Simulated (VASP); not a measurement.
A run of VASP 6.6.1 is set up as follows.

INCAR

```
SYSTEM = Cr
  PREC = Accurate
  ENCUT = 600
  EDIFF = 1E-6
  ISMEAR = 0
  SIGMA = 0.1
  LREAL = .FALSE.
  LASPH = .TRUE.
  NELM = 80
  ALGO = Normal
  ISIF = 3
  LWAVE = .FALSE.
  LCHARG = .FALSE.
  GGA = PE
  IBRION = 2
  NSW = 80
  EDIFFG = -0.01
```

KPOINTS

```
regular mesh
0
G
  20 20 20
  0 0 0
```

The input POSCAR:

```
Cr
1.0
   -1.4331289437      1.4331289437      1.4331289437
    1.4331289437     -1.4331289437      1.4331289437
    1.4331289437      1.4331289437     -1.4331289437
Cr
1
Direct
    0.0000000000      0.0000000000      0.0000000000
```

Potentials or basis: VASP PAW PBE potentials, release 64 (Cr_pv).

Launch:

```bash
$ cat potpaw_PBE.64/Cr_pv/POTCAR > POTCAR
$ mpirun -np 1 vasp_std > vasp.out
```

Estimate the relaxed volume.

11.53 Å³/atom.

Estimate the band gap on the k mesh.

zero (bands 6 and 7 overlap by 3.36 eV).

Estimate the space group after relaxing (to 0.1 Å).

Im-3m (No. 229).

Final structure:
```xyz
1
Lattice="-1.4230 1.4230 1.4230 1.4230 -1.4230 1.4230 1.4230 1.4230 -1.4230" Properties=species:S:1:pos:R:3 pbc="T T T"
Cr    0.0000    0.0000    0.0000
```

Caveat: the run has no spin polarisation, though such a crystal can be magnetic. Spin polarisation is off, so any magnetic state and its effect on volume and gap are missing.
